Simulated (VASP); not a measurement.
# Na3YbGeSe (P4/mmm) in VASP: single point with PBE

Aim: the single point of Na3YbGeSe with PBE.

Program: VASP 6.6.1. These are calculated values, not measurements. Logs are shortened: lines on timing, memory, paths and dates and some standing lists are left out, and cuts for length are marked.

## 1. The cell of the first run

The structure is tetragonal, space group P4/mmm (No. 123). Conventional cell: a = 4.088 Å, b = 4.088 Å, c = 11.178 Å, α = 90.00°, β = 90.00°, γ = 90.00°. Na (site symmetry 4mm) has 1 Na at 2.72 Å and 1 Ge at 2.87 Å within 3.6 Å. Within 3.6 Å of Na (site symmetry 4/mmm) lie 2 Na at 2.72 Å and 4 Se at 2.89 Å. Yb (site symmetry 4/mmm) has 4 Ge at 2.89 Å within 3.8 Å. Ge (site symmetry 4/mmm) has 2 Na at 2.87 Å and 4 Yb at 2.89 Å within 3.8 Å. Se (site symmetry 4/mmm) has 4 Na at 2.89 Å within 3.8 Å.

## 2. Single point, PBE, collinear spin, ferromagnetic start

INCAR reads:

```
PREC     = Accurate       # precision mode
ENCUT    = 520            # plane-wave cutoff, eV
EDIFF    = 1E-6           # SCF threshold, eV
ISMEAR   = 0              # smearing method
SIGMA    = 0.15           # smearing width, eV
LREAL    = F              # projectors in reciprocal space
LASPH    = T              # aspherical terms in the spheres
NELM     = 150            # most SCF steps
ALGO     = Normal         # electronic algorithm
ISIF     = 2              # what is computed and relaxed
LWAVE    = F              # write WAVECAR
LCHARG   = F              # write CHGCAR
ISPIN    = 2              # spin polarisation
MAGMOM   = 0 0 0 1 0 0    # initial moments
LORBIT   = 11             # projections on sites
LMAXMIX  = 6              # l up to which the mixer works
GGA      = PE             # functional
NBANDS   = 46             # bands
```

KPOINTS reads:

```
Automatic mesh
0
Gamma
  3 3 2
```

POSCAR reads:

```
Na3YbGeSe
1.0
    4.0884094041      0.0000000000      0.0000000000
    0.0000000000      4.0884094041      0.0000000000
    0.0000000000      0.0000000000     11.1781823626
Na Yb Ge Se
3 1 1 1
Direct
    0.5000000000      0.5000000000      0.7569401062
    0.5000000000      0.5000000000      0.2430598938
    0.5000000000      0.5000000000      0.0000000000
    0.0000000000      0.0000000000      0.5000000000
    0.5000000000      0.5000000000      0.5000000000
    0.0000000000      0.0000000000      0.0000000000
```

Potentials or basis: VASP PAW PBE potentials, release 64 (Na_pv, Yb, Ge_d, Se).

Started as:

```bash
> cat potpaw_PBE.64/Na_pv/POTCAR potpaw_PBE.64/Yb/POTCAR potpaw_PBE.64/Ge_d/POTCAR potpaw_PBE.64/Se/POTCAR > POTCAR
> mpirun -np 1 vasp_std > vasp.out
```

OUTCAR:

```text
PREC = Accurate
   ENCUT = 520
   EDIFF = 1E-6
   ISMEAR = 0
   LREAL = F
   LASPH = T
   NELM = 150
   ISIF = 2
   ISPIN = 2
   LORBIT = 11
   GGA = PE

 ion  position               nearest neighbor table
   1  0.500  0.500  0.757-   3 2.72
   2  0.500  0.500  0.243-   3 2.72
   3  0.500  0.500  0.000-   1 2.72   2 2.72
   4  0.000  0.000  0.500-   5 2.89   5 2.89   5 2.89   5 2.89
   5  0.500  0.500  0.500-   4 2.89   4 2.89   4 2.89   4 2.89
   6  0.000  0.000  0.000-

  LATTYP: Found a simple tetragonal cell.
 ALAT       =     4.0884094041
 C/A-ratio  =     2.7341152164

  Lattice vectors:

 A1 = (   4.0884094041,   0.0000000000,   0.0000000000)
 A2 = (   0.0000000000,   4.0884094041,   0.0000000000)
 A3 = (   0.0000000000,   0.0000000000,  11.1781823626)

Analysis of symmetry for initial positions (statically):
=====================================================================
 Subroutine PRICEL returns:
 Original cell was already a primitive cell.

 Routine SETGRP: Setting up the symmetry group for a
 simple tetragonal supercell.

 Subroutine GETGRP returns: Found 16 space group operations
 (whereof 16 operations were pure point group operations)
 out of a pool of 16 trial point group operations.

The static configuration has the point symmetry D_4h.

Analysis of symmetry for dynamics (positions and initial velocities):
=====================================================================
 Subroutine PRICEL returns:
 Original cell was already a primitive cell.

 Routine SETGRP: Setting up the symmetry group for a
 simple tetragonal supercell.

 Subroutine GETGRP returns: Found 16 space group operations
 (whereof 16 operations were pure point group operations)
 out of a pool of 16 trial point group operations.

The dynamic configuration has the point symmetry D_4h.

Analysis of structural, dynamic, and magnetic symmetry:
=====================================================================
 Subroutine PRICEL returns:
 Original cell was already a primitive cell.

 Routine SETGRP: Setting up the symmetry group for a
 simple tetragonal supercell.

 Subroutine GETGRP returns: Found 16 space group operations
 (whereof 16 operations were pure point group operations)
[... 122 lines left out ...]
 spin polarized calculation
 Gauss-broadening in eV      SIGMA  =   0.15
  energy-cutoff  :      520.00
  volume of cell :      186.84
 maximum number of plane-waves:      5048
 NGX is ok and might be reduce to    30
   NGX = 15   NGY = 15   NGZ = 41

 number of electron      64.9999958 magnetization       0.2122595

 Free energy of the ion-electron system (eV)
  ---------------------------------------------------
  ext. energy  EPLUGINS =         0.00000000
  ---------------------------------------------------
  free energy    TOTEN  =       -17.65709863 eV

  energy without entropy =      -17.59480528  energy(sigma->0) =      -17.62595196

 E-fermi :   1.0973     XC(G=0):  -7.7875

 val. band max:        1.0796305282   @ k =   0.3333   0.0000   0.0000
 cond. band min:       1.1860357142   @ k =   0.3333   0.0000   0.5000
 fundamental gap:      0.1064051860
 Fermi energy:         1.0972782595

 spin component 1

 k-point     1 :       0.0000    0.0000    0.0000
  band No.  band energies     occupation
      1     -50.4697      1.00000
      2     -24.0171      1.00000
      3     -24.0080      1.00000
      4     -23.9931      1.00000
      5     -23.9931      1.00000
      6     -23.9930      1.00000
[... 271 lines left out ...]
     43       6.8230      0.00000
     44       6.9648      0.00000
 Fermi energy:         1.0972782595

 spin component 2

 k-point     1 :       0.0000    0.0000    0.0000
  band No.  band energies     occupation
      1     -50.4228      1.00000
      2     -24.0173      1.00000
      3     -24.0083      1.00000
      4     -23.9934      1.00000
      5     -23.9934      1.00000
      6     -23.9933      1.00000
[... 271 lines left out ...]
     43       6.8247      0.00000
     44       6.9645      0.00000
 [bands above 44 left out]

------------------------ aborting loop because EDIFF is reached ----------------------------------------

  FORCE on cell =-STRESS in cart. coord.  units (eV):
  Direction    XX          YY          ZZ          XY          YZ          ZX
  --------------------------------------------------------------------------------------
  -------------------------------------------------------------------------------------
  Total        0.2817570      0.2817570      0.7973738      0.0000000     -0.0000000     -0.0000000
  in kB        2.4160468      2.4160468      6.8374257      0.0000000     -0.0000000     -0.0000000
  external PRESSURE =       3.8898398 kB  Pullay stress =       0.0000000 kB

 VOLUME and BASIS-vectors are now :
 -----------------------------------------------------------------------------
  energy-cutoff  :      520.00
  volume of cell :      186.84
      direct lattice vectors                 reciprocal lattice vectors
     4.088409404  0.000000000  0.000000000     0.244593900  0.000000000  0.000000000
     0.000000000  4.088409404  0.000000000     0.000000000  0.244593900  0.000000000
     0.000000000  0.000000000 11.178182363     0.000000000  0.000000000  0.089459983

 POSITION                                       TOTAL-FORCE (eV/Angst)
 -----------------------------------------------------------------------------------
      2.04420      2.04420      8.46121         0.000000     -0.000000     -0.008516
      2.04420      2.04420      2.71697        -0.000000     -0.000000      0.008516
      2.04420      2.04420      0.00000         0.000000      0.000000     -0.000000
      0.00000      0.00000      5.58909         0.000000      0.000000     -0.000000
      2.04420      2.04420      5.58909         0.000000      0.000000     -0.000000
      0.00000      0.00000      0.00000         0.000000      0.000000     -0.000000
 -----------------------------------------------------------------------------------
    total drift:                                0.000000      0.000000      0.000000

  FREE ENERGIE OF THE ION-ELECTRON SYSTEM (eV)
  ---------------------------------------------------
  free  energy   TOTEN  =       -17.6570986323 eV

  energy  without entropy=      -17.5948052845  energy(sigma->0) =      -17.62595196

 total charge

# of ion       s       p       d       f       tot
--------------------------------------------------
    1        0.071   5.965   0.000   0.000   6.037
    2        0.071   5.965   0.000   0.000   6.037
    3        0.077   5.991   0.000   0.000   6.068
    4        2.160   6.040   0.340  13.566  22.107
    5        1.175   1.223   9.962   0.000  12.360
    6        1.447   2.355   0.002   0.000   3.804
--------------------------------------------------
tot          5.003  27.539  10.304  13.566  56.412

 magnetization (x)

# of ion       s       p       d       f       tot
--------------------------------------------------
    1       -0.000  -0.000   0.000   0.000  -0.000
    2       -0.000  -0.000   0.000   0.000  -0.000
    3        0.000  -0.000   0.000   0.000  -0.000
    4       -0.000   0.001   0.029   0.089   0.119
    5        0.001   0.050   0.000   0.000   0.051
    6       -0.000  -0.000  -0.000   0.000  -0.000
--------------------------------------------------
tot         -0.000   0.050   0.030   0.089   0.168
```

OSZICAR:

```text
N       E                     dE             d eps       ncg     rms          rms(c)
DAV:   1     0.639532881466E+03    0.63953E+03   -0.28003E+04  1746   0.668E+03
DAV:   2     0.103773257019E+03   -0.53576E+03   -0.50241E+03  1584   0.127E+03
[... 20 lines left out ...]
DAV:  23    -0.176570478815E+02   -0.94748E-05   -0.29388E-05  1608   0.553E-02    0.887E-02
DAV:  24    -0.176570823495E+02   -0.34468E-04   -0.15357E-05  1656   0.843E-02    0.845E-02
DAV:  25    -0.176570955258E+02   -0.13176E-04   -0.38024E-05  1796   0.150E-01    0.505E-02
DAV:  26    -0.176570976801E+02   -0.21544E-05   -0.20482E-05  1856   0.884E-02    0.344E-02
DAV:  27    -0.176570987362E+02   -0.10561E-05   -0.93364E-06  1562   0.762E-02    0.399E-02
DAV:  28    -0.176570986323E+02    0.10387E-06   -0.13118E-06  1018   0.273E-02
   1 F= -.17657099E+02 E0= -.17625952E+02  d E =-.622933E-01  mag=     0.2154
```

It took 1.9 min on 1 thread of Intel Xeon 6975P-C (Granite Rapids), shared host; peak memory 0.39 GiB.

What came out:

```yaml
Free_energy: -17.6571 eV
Pressure: 0.4 GPa
Largest_force: 0.009 eV/Å
Net_moment: 0.21 μB per cell
Site_moments: Na -0.00; Yb +0.12; Ge +0.05; Se -0.00 μB
Valence_electrons_inside_the_program's_atomic_spheres: Na 6.04, 6.07; Yb 22.11; Ge 12.36; Se 3.80
```

Forces on the atoms (eV/Å):
```
Na   0.000  0.000 -0.009
Na   0.000  0.000  0.009
Na   0.000  0.000  0.000
Yb   0.000  0.000  0.000
Ge   0.000  0.000  0.000
Se   0.000  0.000  0.000
```

Stress tensor (GPa, compression positive):
```
0.24 0.00 0.00
0.00 0.24 0.00
0.00 0.00 0.68
```

Caveat: the k points lie up to 0.51 Å⁻¹ apart; spin-orbit coupling is left out, which moves the levels of the heavy elements; without U or exact exchange the open f shell lies at the Fermi level, which spoils levels, moments and volumes. The state reached can hang on the start; a lower one may exist.
